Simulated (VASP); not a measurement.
MgO, 4 atoms in the cell. It takes space group P6_3mc (No. 186, hexagonal). The conventional cell has a = 3.435 Å, b = 3.435 Å, c = 5.175 Å, α = 90.00°, β = 90.00°, γ = 120.00°. Mg (site symmetry 3m) has 4 O at 2.05 to 2.07 Å within 2.7 Å. Within 2.7 Å of O (site symmetry 3m) lie 4 Mg at 2.05 to 2.07 Å. 

| Property | Result |
| --- | --- |
| Program | VASP 6.6.1 |
| Task | single point |
| Functional | PBEsol |
| Potentials or basis | VASP PAW PBE potentials, release 64 (Mg, O) |
| Cutoff | 520 eV |
| k mesh | 12 × 12 × 4 |
| Occupations | fermi-dirac, width 0.1 eV |
| Spin | no spin polarisation |
| Dipole correction | no |
| Further INCAR settings | ALGO = Normal; EDIFF = 1e-06; NBANDS = 16 |

Potentials or basis: VASP PAW PBE potentials, release 64 (Mg, O).

Launch:

```console
$ cat potpaw_PBE.64/Mg/POTCAR potpaw_PBE.64/O/POTCAR > POTCAR
$ mpirun -np 1 vasp_std > vasp.out
```

Hardware: 1 thread of Intel(R) Xeon(R) Platinum 8375C CPU @ 2.90GHz (Ice Lake), with other jobs on the host.

Problem. How long does it take, and how much memory?

Solution. Run time: 44 s on 1 thread of Intel(R) Xeon(R) Platinum 8375C CPU @ 2.90GHz (Ice Lake), with other jobs on the host, peak memory 0.2 GiB. Counts: scf iterations 13, k points 57.
